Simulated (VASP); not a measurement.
The system is BN.

```
B N
1.0
     0.00000    1.78912    1.80483
     1.78912    0.00000    1.80483
     1.78912    1.78912    0.00000
B N
1 1
Direct
  0.00000 0.00000 0.00000
  0.25000 0.25000 0.25000
```

This cell differs from its parent crystal: biaxial xy strain -0.9%.

Base run:

| Quantity | Value |
| --- | --- |
| Program | VASP 6.6.1 |
| Functional | PBE |
| Potentials or basis | VASP PAW PBE potentials, release 64 (B, N) |
| Cutoff | 520 eV |
| k mesh | 12 × 12 × 12 |
| Occupations | fermi-dirac, width 0.02 eV |
| Spin | no spin polarisation |

Its results: band gap on the k mesh 4.40 eV, indirect (least direct gap 8.87 eV); pressure 12.1 GPa.

Question: The run is repeated on the same cell with these changes: functional from PBE to r2SCAN; occupations from fermi-dirac, width 0.02 eV to gaussian, width 0.01 eV. What comes out?

Answer: Band gap on the k mesh 4.92 eV, indirect (least direct gap 9.58 eV); pressure 8.3 GPa.

Caveats: the PAW data sets were made with another functional, which shifts forces and pressure a little (some runs).

A k mesh can miss the band edges.
